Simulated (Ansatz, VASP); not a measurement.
## Two plane-wave programs on WC

```
CELL_PARAMETERS angstrom
2.90050 0.00000 0.00000
-1.45025 2.51191 0.00000
0.00000 0.00000 2.82900
ATOMIC_POSITIONS crystal
W 0.91348 0.93666 0.84093
C 0.66667 0.33333 0.50000
```

Alike in both runs: task single point; functional PBEsol; k mesh 6 × 6 × 6; occupations gaussian, width 0.15 eV; no spin polarisation.

```csv
,VASP,Ansatz
version,VASP 6.6.1,Ansatz 0.2.0
potentials or method,"VASP PAW PBE potentials, release 64 (W_sv, C), cutoff 520 eV","scalar-relativistic, plane waves, PAW"
valence electrons in the cell,18,18
```

|  | VASP | Ansatz | Ansatz less VASP |
| --- | --- | --- | --- |
| gap on the k mesh at the Fermi level (eV) | none | none | - |
| rms of the force components (eV/Å) | 5.509 | 5.447 | -0.0614 |

VASP's potentials were made for PBE, not for PBEsol. Atom by atom the forces differ by 0.062 eV/Å (rms over components). A gap of «none» marks a metal or a gap that the smearing closes.

The k mesh is coarse, so the values compare programs but aren't converged. Neither program's run includes spin-orbit coupling.
